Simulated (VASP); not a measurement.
# N (P6_3/mmc) in VASP: single point with LDA

Aim: the single point of N with LDA.

Everything below comes from runs of VASP 6.6.1. Logs are shortened: lines on timing, memory, paths and dates and some standing lists are left out, and cuts for length are marked.

### 1 The cell of the first run

Symmetry: P6_3/mmc, No. 194, hexagonal system. The conventional cell has a = 3.527 Å, b = 3.527 Å, c = 6.825 Å, α = 90.00°, β = 90.00°, γ = 120.00°. N (site symmetry 3m) has 1 N at 1.09 Å within 1.5 Å.

### 2 Single point, LDA

INCAR

```
SYSTEM = N
PREC = Accurate ; ENCUT = 520
EDIFF = 1E-6 ; ISMEAR = 0
SIGMA = 0.05 ; LREAL = .False.
LASPH = .True. ; NELM = 100
ALGO = Normal ; ISIF = 2
LWAVE = .False. ; LCHARG = .False.
NBANDS = 30
```

KPOINTS

```
Automatic mesh
0
Gamma
  7 7 2
  0 0 0
```

POSCAR

```
N
1.0
   -3.5269202438      0.0000000000      0.0000000000
   -1.7634601219     -3.0544025283      0.0000000000
    0.0000000000      0.0000000000     13.6505029787
N
8
Direct
    0.3333333333      0.3333333333      0.1650739346
    0.3333333333      0.3333333333      0.6650739346
    0.3333333333      0.3333333333      0.0849260654
    0.3333333333      0.3333333333      0.5849260654
    0.6666666667      0.6666666667      0.4150739346
    0.6666666667      0.6666666667      0.9150739346
    0.6666666667      0.6666666667      0.3349260654
    0.6666666667      0.6666666667      0.8349260654
```

Potentials or basis: VASP PAW LDA potentials, release 64 (N).

Command:

```sh
cat potpaw_LDA.64/N/POTCAR > POTCAR
mpirun -np 1 vasp_std > vasp.out
```

OUTCAR:

```text
SYSTEM = N
   PREC = Accurate
   ENCUT = 520
   EDIFF = 1E-6
   ISMEAR = 0
   LREAL = .False.
   LASPH = .True.
   NELM = 100
   ISIF = 2

 ion  position               nearest neighbor table
   1  0.333  0.333  0.165-   3 1.09
   2  0.333  0.333  0.665-   4 1.09
   3  0.333  0.333  0.085-   1 1.09
   4  0.333  0.333  0.585-   2 1.09
   5  0.667  0.667  0.415-   7 1.09
   6  0.667  0.667  0.915-   8 1.09
   7  0.667  0.667  0.335-   5 1.09
   8  0.667  0.667  0.835-   6 1.09
[... 7 lines left out ...]
 A1 = (   1.7634601219,   3.0544025283,   0.0000000000)
 A2 = (  -3.5269202438,   0.0000000000,   0.0000000000)
 A3 = (   0.0000000000,   0.0000000000,  13.6505029787)

Analysis of symmetry for initial positions (statically):
=====================================================================
 Subroutine PRICEL returns following result:

  LATTYP: Found a hexagonal cell.
 ALAT       =     3.5269202438
 C/A-ratio  =     1.9351873639

  Lattice vectors:

 A1 = (   1.7634601219,   3.0544025283,   0.0000000000)
 A2 = (  -3.5269202438,   0.0000000000,   0.0000000000)
 A3 = (   0.0000000000,   0.0000000000,   6.8252514893)

   2 primitive cells build up your supercell.

 Routine SETGRP: Setting up the symmetry group for a
 hexagonal supercell.

 Subroutine GETGRP returns: Found 24 space group operations
 (whereof 12 operations were pure point group operations)
 out of a pool of 24 trial point group operations.

The static configuration has the point symmetry D_3d.
 The point group associated with its full space group is D_6h.

Analysis of symmetry for dynamics (positions and initial velocities):
=====================================================================
 Subroutine PRICEL returns following result:

  LATTYP: Found a hexagonal cell.
 ALAT       =     3.5269202438
 C/A-ratio  =     1.9351873639

  Lattice vectors:

 A1 = (   1.7634601219,   3.0544025283,   0.0000000000)
 A2 = (  -3.5269202438,   0.0000000000,   0.0000000000)
 A3 = (   0.0000000000,   0.0000000000,   6.8252514893)

   2 primitive cells build up your supercell.

 Routine SETGRP: Setting up the symmetry group for a
 hexagonal supercell.

 Subroutine GETGRP returns: Found 24 space group operations
 (whereof 12 operations were pure point group operations)
 out of a pool of 24 trial point group operations.

[... 97 lines left out ...]
   LREAL  =      F    real-space projection
   EDIFFG = 0.1E-04   stopping-criterion for IOM
   NSW    =      0    number of steps for IOM
   IBRION =     -1    ionic relax: 0-MD 1-quasi-New 2-CG
   NFREE  =      0    steps in history (QN), initial steepest desc. (CG)
   ISIF   =      2    stress and relaxation
   ISYM   =      2    0-nonsym 1-usesym 2-fastsym
   POTIM  = 0.5000    time-step for ionic-motion
   TEBEG  =    0.0;   TEEND  =   0.0 temperature during run
   PSTRESS=    0.0 pullay stress
   NELECT =      40.0000    total number of electrons
   NUPDOWN=      -1.0000    fix difference up-down
   EMIN   =  10.00;   EMAX   =-10.00  energy-range for DOS
   EFERMI =   0.00;   METHOD = LEGACY
   ISMEAR =     0;   SIGMA  =   0.05  broadening in eV -4-tet -1-fermi 0-gaus
   EFERMI_NEDOS =   21; number of points for ismear=-14 and -15
   IALGO  =     38    algorithm
   IMIX   =      4    mixing-type and parameters
     AMIX     =   0.40;   BMIX     =  1.00
     AMIX_MAG =   1.60;   BMIX_MAG =  1.00
  volume/ion in A,a.u.               =      18.38       124.04
  Fermi-wavevector in a.u.,A,eV,Ry     =   1.060729  2.004488 15.308555  1.125147
  Thomas-Fermi vector in A             =   2.196121
   LORBIT       =      0    0 simple, 1 ext, 2 COOP (PROOUT), +10 PAW based schemes
   GGA     = CA    functional components
   LHFCALC =     F    Hartree Fock is set to
   AEXX    =    0.0000 exact exchange contribution
   IVDW    =     0    specifies the selected vdW correction
   LEPSILON=     F    determine dielectric tensor
   LRPA    =     F    only Hartree local field effects (RPA)
 non-spin polarized calculation
 Gauss-broadening in eV      SIGMA  =   0.05
  energy-cutoff  :      520.00
  volume of cell :      147.05
 maximum number of plane-waves:      4035
 NGX is ok and might be reduce to    28
   NGX = 13   NGY = 13   NGZ = 51

 number of electron      40.0000006 magnetization

 Free energy of the ion-electron system (eV)
  ---------------------------------------------------
  ext. energy  EPLUGINS =         0.00000000
  ---------------------------------------------------
  free energy    TOTEN  =       -70.34042677 eV

  energy without entropy =      -70.34042677  energy(sigma->0) =      -70.34042677

 E-fermi :  -5.1191     XC(G=0):  -7.8405

 val. band max:       -5.3801472559   @ k =   0.0000   0.0000   0.0000
 cond. band min:       0.9821962662   @ k =  -0.4286   0.1429   0.0000
 fundamental gap:      6.3623435221
 Fermi energy:        -5.1190984549

 k-point     1 :       0.0000    0.0000    0.0000
  band No.  band energies     occupation
      1     -24.3268      2.00000
      2     -24.2999      2.00000
      3     -24.2999      2.00000
      4     -24.2731      2.00000
      5     -10.0544      2.00000
      6      -9.5172      2.00000
[... 517 lines left out ...]
     29       7.2122      0.00000
     30       7.2122      0.00000

------------------------ aborting loop because EDIFF is reached ----------------------------------------

  FORCE on cell =-STRESS in cart. coord.  units (eV):
  Direction    XX          YY          ZZ          XY          YZ          ZX
  --------------------------------------------------------------------------------------
  -------------------------------------------------------------------------------------
  Total       -0.1561871     -0.1561871      6.5780954      0.0000000     -0.0000000      0.0000000
  in kB       -1.7017091     -1.7017091     71.6704586      0.0000000     -0.0000000      0.0000000
  external PRESSURE =      22.7556802 kB  Pullay stress =       0.0000000 kB

 VOLUME and BASIS-vectors are now :
 -----------------------------------------------------------------------------
  energy-cutoff  :      520.00
  volume of cell :      147.05
      direct lattice vectors                 reciprocal lattice vectors
    -3.526920244  0.000000000  0.000000000    -0.283533488  0.163698136  0.000000000
    -1.763460122 -3.054402528  0.000000000     0.000000000 -0.327396272  0.000000000
     0.000000000  0.000000000 13.650502979     0.000000000  0.000000000  0.073257374

 POSITION                                       TOTAL-FORCE (eV/Angst)
 -----------------------------------------------------------------------------------
     -1.76346     -1.01813      2.25334        -0.000000      0.000000      1.532421
     -1.76346     -1.01813      9.07859         0.000000      0.000000      1.532421
     -1.76346     -1.01813      1.15928         0.000000      0.000000     -1.532421
     -1.76346     -1.01813      7.98453         0.000000      0.000000     -1.532421
     -3.52692     -2.03627      5.66597        -0.000000     -0.000000      1.532421
     -3.52692     -2.03627     12.49122         0.000000     -0.000000      1.532421
     -3.52692     -2.03627      4.57191        -0.000000     -0.000000     -1.532421
     -3.52692     -2.03627     11.39716        -0.000000     -0.000000     -1.532421
 -----------------------------------------------------------------------------------
    total drift:                                0.000000      0.000000      0.000000

  FREE ENERGIE OF THE ION-ELECTRON SYSTEM (eV)
  ---------------------------------------------------
  free  energy   TOTEN  =       -70.3404267708 eV

  energy  without entropy=      -70.3404267708  energy(sigma->0) =      -70.34042677
```

OSZICAR:

```text
N       E                     dE             d eps       ncg     rms          rms(c)
DAV:   1     0.237139571704E+03    0.23714E+03   -0.19625E+04   960   0.117E+03
DAV:   2    -0.535630522660E+02   -0.29070E+03   -0.27790E+03  1292   0.266E+02
DAV:   3    -0.740910610345E+02   -0.20528E+02   -0.20326E+02  1110   0.762E+01
DAV:   4    -0.742976861465E+02   -0.20663E+00   -0.20642E+00  1134   0.867E+00
DAV:   5    -0.742995381782E+02   -0.18520E-02   -0.18517E-02  1218   0.778E-01    0.161E+01
DAV:   6    -0.711129085252E+02    0.31866E+01   -0.43548E+00   984   0.111E+01    0.910E+00
DAV:   7    -0.703729247200E+02    0.73998E+00   -0.27750E+00  1158   0.913E+00    0.226E+00
DAV:   8    -0.703407254141E+02    0.32199E-01   -0.25651E-01  1044   0.256E+00    0.402E-01
DAV:   9    -0.703405252757E+02    0.20014E-03   -0.72423E-03  1116   0.460E-01    0.186E-01
DAV:  10    -0.703404796900E+02    0.45586E-04   -0.17501E-03  1104   0.222E-01    0.641E-02
DAV:  11    -0.703404250998E+02    0.54590E-04   -0.12886E-04  1168   0.666E-02    0.102E-02
DAV:  12    -0.703404272565E+02   -0.21567E-05   -0.18107E-05  1154   0.238E-02    0.167E-02
DAV:  13    -0.703404267708E+02    0.48574E-06   -0.21595E-06   872   0.950E-03
   1 F= -.70340427E+02 E0= -.70340427E+02  d E =-.113557E-14
```

Wall time 47 s (1 thread of Intel Xeon Platinum 8488C (Sapphire Rapids), shared host); peak memory 0.21 GiB.

Results:

* Free energy: -70.3404 eV
* Pressure: 2.3 GPa
* Largest force: 1.532 eV/Å
* Band gap on the k mesh: 6.36 eV

Forces on the atoms (eV/Å):
```
N    0.000  0.000  1.532
N    0.000  0.000  1.532
N    0.000  0.000 -1.532
N    0.000  0.000 -1.532
N    0.000  0.000  1.532
N    0.000  0.000  1.532
N    0.000  0.000 -1.532
N    0.000  0.000 -1.532
```

Levels at points of the mesh, in eV from the valence-band top:
```
           k point  band 16  band 17  band 18  band 19  band 20  band 21  band 22  band 23  band 24  band 25
(0.00, 0.00, 0.00)    -1.84    -1.84    -0.79    -0.79     0.00     7.84     7.84     8.09     8.09     8.09
(0.00, 0.00, 0.50)    -1.86    -1.54    -1.54    -0.22    -0.22     7.91     7.91     7.91     7.91     8.28
```

Caveat: the standard files for N, O and F lose accuracy on very short bonds; forces of over 1 eV/Å act on the atoms, so gaps and moduli don't describe the material at rest.
